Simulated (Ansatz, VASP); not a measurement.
**C in VASP and in Ansatz**

```
C
1.0
     2.43149    0.00000    0.00000
    -1.21575    2.10573    0.00000
     0.00000    0.00000    8.59787
C
8
Direct
  0.00000 0.00000 0.09294
  0.00000 0.00000 0.59294
  0.00000 0.00000 0.40706
  0.00000 0.00000 0.90706
  0.33333 0.66667 0.15554
  0.66667 0.33333 0.65554
  0.33333 0.66667 0.34446
  0.66667 0.33333 0.84446
```

Change from the starting cell: mode 21 frozen in at +0.000 Å, strain +e along z and -e/2 along x and y +0.0467.

Alike in both runs: task single point; functional LDA; k mesh 12 × 12 × 4; occupations gaussian, width 0.05 eV; no spin polarisation.

|  | VASP | Ansatz |
| --- | --- | --- |
| version | VASP 6.6.1 | Ansatz 0.2.0 |
| potentials or method | VASP PAW LDA potentials, release 64 (C), cutoff 520 eV | scalar-relativistic, plane waves, PAW |
| valence electrons in the cell | 32 | 32 |

```csv
,VASP,Ansatz,Ansatz less VASP
gap on the k mesh at the Fermi level (eV),3.64,3.64,0.000
least direct gap on the mesh (eV),3.64,3.64,0.000
pressure (GPa),5.2,3.4,-1.72
"traceless stress, the component that is largest in VASP (GPa)",-56.63,-56.35,+0.281
rms of the force components (eV/Å),0.020,0.020,+0.0001
```

Ansatz warns that its potentials were made for another functional, while VASP's fit it. LDA's correlation is that of Perdew and Zunger in VASP and of Perdew and Wang (1992) in Ansatz. Atom by atom the forces differ by 0.016 eV/Å (rms over components).
